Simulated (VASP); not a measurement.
# Si5W (P6/mmm) in VASP: further runs

The runs below take Si5W through single point, with PBE.

Everything below comes from runs of VASP 6.6.1. Logs are shortened: lines on timing, memory, paths and dates and some standing lists are left out, and cuts for length are marked.

**1. The cell of the first run**

Symmetry: P6/mmm, No. 191, hexagonal system. Conventional cell: a = 4.725 Å, b = 4.725 Å, c = 4.651 Å, α = 90.00°, β = 90.00°, γ = 120.00°. Si (site symmetry -6m2) has 9 Si at 2.70 to 2.73 Å and 3 W at 2.73 Å within 3.6 Å. Within 3.1 Å of Si (site symmetry mmm) lie 8 Si at 2.36 to 2.70 Å. W (site symmetry 6/mmm) has 18 Si at 2.73 to 3.31 Å within 3.6 Å.

**2. Single point, PBE**

The input, INCAR:

```
PREC = Accurate ; ENCUT = 520
EDIFF = 1E-6 ; ISMEAR = 0
SIGMA = 0.1 ; LREAL = False
LASPH = True ; NELM = 80
ALGO = Normal ; ISIF = 2
LWAVE = False ; LCHARG = False
GGA = PE ; NBANDS = 26
```

The input, KPOINTS:

```
Automatic mesh
0
Gamma
  6 6 4
```

The input, POSCAR:

```
Si5W
1.0
    4.7250705510      0.0000000000      0.0000000000
   -2.3625352755      4.0920311318      0.0000000000
    0.0000000000      0.0000000000      4.6506464559
Si W
5 1
Direct
    0.3333333333      0.6666666667      0.0000000000
    0.6666666667      0.3333333333      0.0000000000
    0.5000000000      0.0000000000      0.5000000000
    0.5000000000      0.5000000000      0.5000000000
    0.0000000000      0.5000000000      0.5000000000
    0.0000000000      0.0000000000      0.0000000000
```

Potentials or basis: VASP PAW PBE potentials, release 64 (Si, W_sv).

Started as:

```bash
cat potpaw_PBE.64/Si/POTCAR potpaw_PBE.64/W_sv/POTCAR > POTCAR
mpirun -np 1 vasp_std > vasp.out
```

OUTCAR:

```text
PREC = Accurate
   ENCUT = 520
   EDIFF = 1E-6
   ISMEAR = 0
   LREAL = False
   LASPH = True
   NELM = 80
   ISIF = 2
   GGA = PE

 ion  position               nearest neighbor table
   1  0.333  0.667  0.000-   3 2.70   3 2.70   5 2.70   5 2.70   4 2.70   4 2.70   2 2.73   6 2.73
                             2 2.73   6 2.73   6 2.73   2 2.73
   2  0.667  0.333  0.000-   3 2.70   3 2.70   5 2.70   5 2.70   4 2.70   4 2.70   1 2.73   1 2.73
                             6 2.73   6 2.73   6 2.73   1 2.73
   3  0.500  0.000  0.500-   4 2.36   5 2.36   4 2.36   5 2.36   1 2.70   2 2.70   1 2.70   2 2.70
                             6 3.31   6 3.31   6 3.31   6 3.31
   4  0.500  0.500  0.500-   3 2.36   3 2.36   5 2.36   5 2.36   1 2.70   2 2.70   1 2.70   2 2.70
                             6 3.31   6 3.31   6 3.31   6 3.31
   5  0.000  0.500  0.500-   3 2.36   3 2.36   4 2.36   4 2.36   1 2.70   2 2.70   1 2.70   2 2.70
                             6 3.31   6 3.31   6 3.31   6 3.31
   6  0.000  0.000  0.000-   1 2.73   2 2.73   1 2.73   2 2.73   2 2.73   1 2.73   4 3.31   5 3.31
                             4 3.31   5 3.31   5 3.31   5 3.31   4 3.31   4 3.31   3 3.31   3 3.31

  LATTYP: Found a hexagonal cell.
 ALAT       =     4.7250705510
 C/A-ratio  =     0.9842491039

  Lattice vectors:

 A1 = (   4.7250705510,   0.0000000000,   0.0000000000)
 A2 = (  -2.3625352755,   4.0920311318,   0.0000000000)
 A3 = (   0.0000000000,   0.0000000000,   4.6506464559)

Analysis of symmetry for initial positions (statically):
=====================================================================
 Subroutine PRICEL returns:
 Original cell was already a primitive cell.

 Routine SETGRP: Setting up the symmetry group for a
 hexagonal supercell.

 Subroutine GETGRP returns: Found 24 space group operations
 (whereof 24 operations were pure point group operations)
 out of a pool of 24 trial point group operations.

The static configuration has the point symmetry D_6h.

Analysis of symmetry for dynamics (positions and initial velocities):
=====================================================================
 Subroutine PRICEL returns:
 Original cell was already a primitive cell.

 Routine SETGRP: Setting up the symmetry group for a
 hexagonal supercell.

 Subroutine GETGRP returns: Found 24 space group operations
 (whereof 24 operations were pure point group operations)
 out of a pool of 24 trial point group operations.

The dynamic configuration has the point symmetry D_6h.

 Subroutine INISYM returns: Found 24 space group operations
 (whereof 24 operations are pure point group operations),
 and found     1 'primitive' translations

----------------------------------------------------------------------------------------

                                     Primitive cell

  volume of cell :      89.9209

  direct lattice vectors                    reciprocal lattice vectors
     4.725070551  0.000000000  0.000000000     0.211637052  0.122188709  0.000000000
    -2.362535275  4.092031132  0.000000000     0.000000000  0.244377417  0.000000000
     0.000000000  0.000000000  4.650646456     0.000000000  0.000000000  0.215023870

  length of vectors
     4.725070551  4.725070551  4.650646456     0.244377417  0.244377417  0.215023870

  position of ions in fractional coordinates (direct lattice)
     0.333333333  0.666666667  0.000000000
     0.666666667  0.333333333  0.000000000
     0.500000000  0.000000000  0.500000000
     0.500000000  0.500000000  0.500000000
     0.000000000  0.500000000  0.500000000
     0.000000000  0.000000000  0.000000000

  ion indices of the primitive-cell ions
   primitive index   ion index
                 1           1
                 2           2
                 3           3
                 4           4
                 5           5
                 6           6

----------------------------------------------------------------------------------------

 KPOINTS: Automatic mesh

Automatic generation of k-mesh.
 Grid dimensions read from file:
 generate k-points for:    6    6    4

 Generating k-lattice:

  Cartesian coordinates                     Fractional coordinates (reciprocal lattice)
     0.035272842  0.020364785  0.000000000     0.166666667  0.000000000  0.000000000
     0.000000000  0.040729570  0.000000000     0.000000000  0.166666667  0.000000000
     0.000000000  0.000000000  0.053755968     0.000000000  0.000000000  0.250000000

  Length of vectors
     0.040729570  0.040729570  0.053755968

  Shift w.r.t. Gamma in fractional coordinates (k-lattice)
     0.000000000  0.000000000  0.000000000

 Subroutine IBZKPT returns following result:
 ===========================================

 Found     21 irreducible k-points:

 Following reciprocal coordinates:
            Coordinates               Weight
  0.000000  0.000000  0.000000      1.000000
  0.166667  0.000000  0.000000      6.000000
  0.333333  0.000000  0.000000      6.000000
  0.500000  0.000000  0.000000      3.000000
  0.166667  0.166667  0.000000      6.000000
  0.333333  0.166667  0.000000     12.000000
[... 13 lines left out ...]
  0.333333  0.166667  0.500000     12.000000
  0.333333  0.333333  0.500000      2.000000
   k-points           NKPTS =     21   k-points in BZ     NKDIM =     21   number of bands    NBANDS=     26
   number of dos      NEDOS =    301   number of ions     NIONS =      6
   total plane-waves  NPLWV =  46656
   dimension x,y,z NGX =    36 NGY =   36 NGZ =   36
   dimension x,y,z NGXF=    72 NGYF=   72 NGZF=   72
   ions per type =               5   1
   NGX,Y,Z   is equivalent  to a cutoff of  12.67, 12.67, 12.87 a.u.
   NGXF,Y,Z  is equivalent  to a cutoff of  25.33, 25.33, 25.74 a.u.
 SYSTEM =  unknown system
   PREC   = accura    normal or accurate (medium, high low for compatibility)
   ISTART =      0    job   : 0-new  1-cont  2-samecut
   ICHARG =      2    charge: 1-file 2-atom 10-const
   ISPIN  =      1    spin polarized calculation?
   LNONCOLLINEAR =      F non collinear calculations
   LSORBIT =      F    spin-orbit coupling
   LASPH  =      T    aspherical Exc in radial PAW
   ENCUT  =  520.0 eV  38.22 Ry    6.18 a.u.   8.79  8.79  8.65*2*pi/ulx,y,z
   NELM   =     80;   NELMIN=  2; NELMDL= -5     # of ELM steps
   EDIFF  = 0.1E-05   stopping-criterion for ELM
   LREAL  =      F    real-space projection
   EDIFFG = 0.1E-04   stopping-criterion for IOM
   NSW    =      0    number of steps for IOM
   IBRION =     -1    ionic relax: 0-MD 1-quasi-New 2-CG
   NFREE  =      0    steps in history (QN), initial steepest desc. (CG)
   ISIF   =      2    stress and relaxation
   ISYM   =      2    0-nonsym 1-usesym 2-fastsym
   POTIM  = 0.5000    time-step for ionic-motion
   TEBEG  =    0.0;   TEEND  =   0.0 temperature during run
   PSTRESS=    0.0 pullay stress
   NELECT =      34.0000    total number of electrons
   NUPDOWN=      -1.0000    fix difference up-down
   EMIN   =  10.00;   EMAX   =-10.00  energy-range for DOS
   EFERMI =   0.00;   METHOD = LEGACY
   ISMEAR =     0;   SIGMA  =   0.10  broadening in eV -4-tet -1-fermi 0-gaus
   EFERMI_NEDOS =   21; number of points for ismear=-14 and -15
   IALGO  =     38    algorithm
   IMIX   =      4    mixing-type and parameters
     AMIX     =   0.40;   BMIX     =  1.00
     AMIX_MAG =   1.60;   BMIX_MAG =  1.00
  volume/ion in A,a.u.               =      14.99       101.14
  Fermi-wavevector in a.u.,A,eV,Ry     =   1.183807  2.237071 19.067195  1.401399
  Thomas-Fermi vector in A             =   2.320034
   LORBIT       =      0    0 simple, 1 ext, 2 COOP (PROOUT), +10 PAW based schemes
   GGA     = PE    functional components
   LHFCALC =     F    Hartree Fock is set to
   AEXX    =    0.0000 exact exchange contribution
   IVDW    =     0    specifies the selected vdW correction
   LEPSILON=     F    determine dielectric tensor
   LRPA    =     F    only Hartree local field effects (RPA)
 non-spin polarized calculation
 Gauss-broadening in eV      SIGMA  =   0.10
  energy-cutoff  :      520.00
  volume of cell :       89.92
 maximum number of plane-waves:      2440
 NGX is ok and might be reduce to    36
   NGX = 17   NGY = 17   NGZ = 17

 number of electron      33.9999996 magnetization

 Free energy of the ion-electron system (eV)
  ---------------------------------------------------
  ext. energy  EPLUGINS =         0.00000000
  ---------------------------------------------------
  free energy    TOTEN  =       -35.62307132 eV

  energy without entropy =      -35.61082199  energy(sigma->0) =      -35.61694666

 E-fermi :  10.0322     XC(G=0): -11.4728

 val. band max:       10.0180502266   @ k =   0.3333   0.3333   0.0000
 cond. band min:      10.1209874273   @ k =   0.3333   0.0000   0.0000
 fundamental gap:      0.1029372008
 Fermi energy:        10.0321773200

 k-point     1 :       0.0000    0.0000    0.0000
  band No.  band energies     occupation
      1     -64.2895      2.00000
      2     -28.5007      2.00000
      3     -28.4375      2.00000
      4     -28.4375      2.00000
      5      -4.2975      2.00000
      6       1.8331      2.00000
[... 18 lines left out ...]
     25      13.9707      0.00000
     26      13.9707      0.00000

 k-point     2 :       0.1667    0.0000    0.0000
  band No.  band energies     occupation
      1     -64.2895      2.00000
      2     -28.5007      2.00000
      3     -28.4385      2.00000
      4     -28.4377      2.00000
      5      -4.0720      2.00000
      6       0.7626      2.00000
[... 18 lines left out ...]
     25      14.6688      0.00000
     26      15.0332      0.00000

 k-point     3 :       0.3333    0.0000    0.0000
  band No.  band energies     occupation
      1     -64.2895      2.00000
      2     -28.5005      2.00000
      3     -28.4406      2.00000
      4     -28.4382      2.00000
      5      -3.4351      2.00000
      6      -0.7451      2.00000
[... 485 lines left out ...]
 k-point    20 :       0.3333    0.1667    0.5000
  band No.  band energies     occupation
      1     -64.2894      2.00000
      2     -28.5021      2.00000
      3     -28.4409      2.00000
      4     -28.4388      2.00000
      5      -1.9103      2.00000
      6      -0.4100      2.00000
[... 18 lines left out ...]
     25      13.6462      0.00000
     26      14.5144      0.00000

 k-point    21 :       0.3333    0.3333    0.5000
  band No.  band energies     occupation
      1     -64.2895      2.00000
      2     -28.5021      2.00000
      3     -28.4401      2.00000
      4     -28.4401      2.00000
      5      -1.2055      2.00000
      6      -1.2055      2.00000
[... 18 lines left out ...]
     25      13.5222      0.00000
     26      14.1997      0.00000

------------------------ aborting loop because EDIFF is reached ----------------------------------------

  FORCE on cell =-STRESS in cart. coord.  units (eV):
  Direction    XX          YY          ZZ          XY          YZ          ZX
  --------------------------------------------------------------------------------------
  -------------------------------------------------------------------------------------
  Total       -0.0672737     -0.0672737      0.0713899      0.0000000      0.0000000      0.0000000
  in kB       -1.1986582     -1.1986582      1.2719998      0.0000000      0.0000000      0.0000000
  external PRESSURE =      -0.3751055 kB  Pullay stress =       0.0000000 kB

 VOLUME and BASIS-vectors are now :
 -----------------------------------------------------------------------------
  energy-cutoff  :      520.00
  volume of cell :       89.92
      direct lattice vectors                 reciprocal lattice vectors
     4.725070551  0.000000000  0.000000000     0.211637052  0.122188709  0.000000000
    -2.362535275  4.092031132  0.000000000     0.000000000  0.244377417  0.000000000
     0.000000000  0.000000000  4.650646456     0.000000000  0.000000000  0.215023870

 POSITION                                       TOTAL-FORCE (eV/Angst)
 -----------------------------------------------------------------------------------
     -0.00000      2.72802      0.00000         0.000000     -0.000000     -0.000000
      2.36254      1.36401      0.00000        -0.000000      0.000000      0.000000
      2.36254      0.00000      2.32532         0.000000      0.000000     -0.000000
      1.18127      2.04602      2.32532         0.000000      0.000000     -0.000000
     -1.18127      2.04602      2.32532         0.000000      0.000000     -0.000000
      0.00000      0.00000      0.00000         0.000000      0.000000     -0.000000
 -----------------------------------------------------------------------------------
    total drift:                                0.000000     -0.000000     -0.000000

  FREE ENERGIE OF THE ION-ELECTRON SYSTEM (eV)
  ---------------------------------------------------
  free  energy   TOTEN  =       -35.6230713180 eV

  energy  without entropy=      -35.6108219922  energy(sigma->0) =      -35.61694666
```

It took 31 s on 1 thread of Intel Xeon Platinum 8375C at 2.90GHz (Ice Lake), shared host; peak memory 0.21 GiB.

What came out:

```
Free energy            : -35.6231 eV
Pressure               : 0.0 GPa
Band gap on the k mesh : zero (band 17 reaches 11.03 eV, above the bottom of band 18 at 8.96 eV)
```

Stress tensor (GPa, compression positive):
```
-0.12  0.00  0.00
 0.00 -0.12  0.00
 0.00  0.00  0.13
```

Levels at points of the mesh, in eV from the Fermi level:
| k point | band 15 | band 16 | band 17 | band 18 | band 19 | band 20 |
| --- | --- | --- | --- | --- | --- | --- |
| (0.00, 0.00, 0.00) | -1.38 | -1.36 | -1.07 | -1.07 | -0.97 | 0.47 |
| (0.50, 0.00, 0.00) | -2.13 | -1.34 | 0.27 | 1.16 | 1.16 | 1.73 |
| (0.00, 0.00, 0.50) | -1.48 | -0.57 | -0.57 | 0.30 | 1.23 | 1.53 |
| (0.50, 0.00, 0.50) | -0.56 | 0.54 | 1.00 | 1.01 | 1.46 | 1.61 |

Caveat: spin-orbit coupling is left out, which moves the levels of the heavy elements.

**3. Single point, PBE**

This run uses another cell than the first one, of 16.73 Å³/atom, 1.117 times its volume.

The input, INCAR:

```
ALGO = Normal ; EDIFF = 1E-6
ENCUT = 520 ; GGA = PE
ISIF = 2 ; ISMEAR = 0
LASPH = T ; LCHARG = F
LREAL = F ; LWAVE = F
NBANDS = 26 ; NELM = 80
PREC = Accurate ; SIGMA = 0.1
```

The input, KPOINTS:

```
k-points
0
Gamma
  6 6 4
```

The input, POSCAR:

```
Si5W
1.0
    5.2419212400      0.0000000000      0.0000000000
   -2.6209606200      4.5396369500      0.0000000000
    0.0000000000      0.0000000000      4.2193916600
Si W
5 1
Direct
    0.3333333300      0.6666666700      0.0000000000
    0.6666666700      0.3333333300      0.0000000000
    0.5000000000      0.0000000000      0.5000000000
    0.5000000000      0.5000000000      0.5000000000
    0.0000000000      0.5000000000      0.5000000000
    0.0000000000      0.0000000000      0.0000000000
```

Potentials or basis: VASP PAW PBE potentials, release 64 (Si, W_sv).

Started as:

```bash
cat potpaw_PBE.64/Si/POTCAR potpaw_PBE.64/W_sv/POTCAR > POTCAR
mpirun -np 1 vasp_std > vasp.out
```

Wall time 48 s (1 thread of Intel Xeon Platinum 8375C at 2.90GHz (Ice Lake), shared host); peak memory 0.23 GiB.

The run converged. Its results:

| Quantity | Value |
| --- | --- |
| Free energy | -34.2004 eV |
| Pressure | -11.4 GPa |
| Band gap on the k mesh | zero (band 17 reaches 9.14 eV, above the bottom of band 18 at 7.94 eV) |

Stress tensor (GPa, compression positive):
```
-15.00   0.00   0.00
  0.00 -15.00   0.00
  0.00   0.00  -4.30
```

Levels at points of the mesh, in eV from the Fermi level:
```tsv
k point	band 14	band 15	band 16	band 17	band 18	band 19	band 20	band 21
(0.00, 0.00, 0.00)	-1.17	-0.73	-0.73	-0.38	-0.38	-0.32	0.29	0.29
(0.50, 0.00, 0.00)	-1.59	-1.49	-1.38	-0.60	-0.12	0.59	1.15	1.65
(0.00, 0.00, 0.50)	-3.97	-1.03	-1.03	0.20	0.62	1.39	1.47	1.47
(0.50, 0.00, 0.50)	-1.00	-0.41	0.25	0.32	0.38	0.97	1.01	1.33
```

Caveat: the k points lie up to 0.37 Å⁻¹ apart; spin-orbit coupling is left out, which moves the levels of the heavy elements.

**4. Single point, PBE**

The input, INCAR:

```
PREC = Accurate
ENCUT = 520
EDIFF = 1E-6
ISMEAR = 0
SIGMA = 0.1
LREAL = False
LASPH = True
NELM = 80
ALGO = Normal
ISIF = 2
LWAVE = False
LCHARG = False
GGA = PE
NBANDS = 26
```

The input, KPOINTS:

```
regular mesh
0
Gamma
  12 12 8
```

The input, POSCAR:

```
Si5W
1.0
    4.7083073325      0.0000000000      0.0000000000
   -2.3541536662      4.0775137587      0.0000000000
    0.0000000000      0.0000000000      4.6875567454
Si W
5 1
Direct
    0.3333333333      0.6666666667      0.0000000000
    0.6666666667      0.3333333333      0.0000000000
    0.5000000000      0.0000000000      0.5000000000
    0.5000000000      0.5000000000      0.5000000000
    0.0000000000      0.5000000000      0.5000000000
    0.0000000000      0.0000000000      0.0000000000
```

Started as:

```bash
cat potpaw_PBE.64/Si/POTCAR potpaw_PBE.64/W_sv/POTCAR > POTCAR
mpirun -np 1 vasp_std > vasp.out
```

It took 98 s on 1 thread of Intel Xeon Platinum 8559C (Emerald Rapids), shared host; peak memory 0.32 GiB.

The run converged. Its results:

```yaml
Free_energy: -35.5550 eV
Pressure: 0.0 GPa
Band_gap_on_the_k_mesh: zero (band 17 reaches 11.03 eV, above the bottom of band 18 at 8.95 eV)
```

Levels at points of the mesh, in eV from the Fermi level:
```tsv
k point	band 15	band 16	band 17	band 18	band 19	band 20
(0.00, 0.00, 0.00)	-1.40	-1.36	-1.01	-1.01	-0.86	0.57
(0.50, 0.00, 0.00)	-2.12	-1.35	0.42	1.24	1.25	1.78
(0.00, 0.00, 0.50)	-1.55	-0.46	-0.46	0.25	1.22	1.53
(0.50, 0.00, 0.50)	-0.58	0.60	1.07	1.10	1.49	1.51
```

Caveat: spin-orbit coupling is left out, which moves the levels of the heavy elements.

**5. Summary**

```tsv
cell	k mesh	gap on the mesh (eV)	pressure (GPa)
a = 4.725, b = 4.725, c = 4.651 Å, angles 90.0, 90.0, 120.0°, 6 atoms	6 × 6 × 4	none	0.0
a = 5.242, b = 5.242, c = 4.219 Å, angles 90.0, 90.0, 120.0°, 6 atoms	6 × 6 × 4	none	-11.4
a = 4.708, b = 4.708, c = 4.688 Å, angles 90.0, 90.0, 120.0°, 6 atoms	12 × 12 × 8	none	0.0
```

Alike in all rows: task single point; level PBE; potentials or basis VASP PAW PBE potentials, release 64 (Si, W_sv); no spin polarisation; cutoff (eV) 520; smearing gaussian 0.1 eV.

Caveats: some runs use coarse meshes; spin-orbit coupling is left out, which moves the levels of the heavy elements.

Total energies depend on the potentials used, so only differences within one code and one set of settings carry meaning.
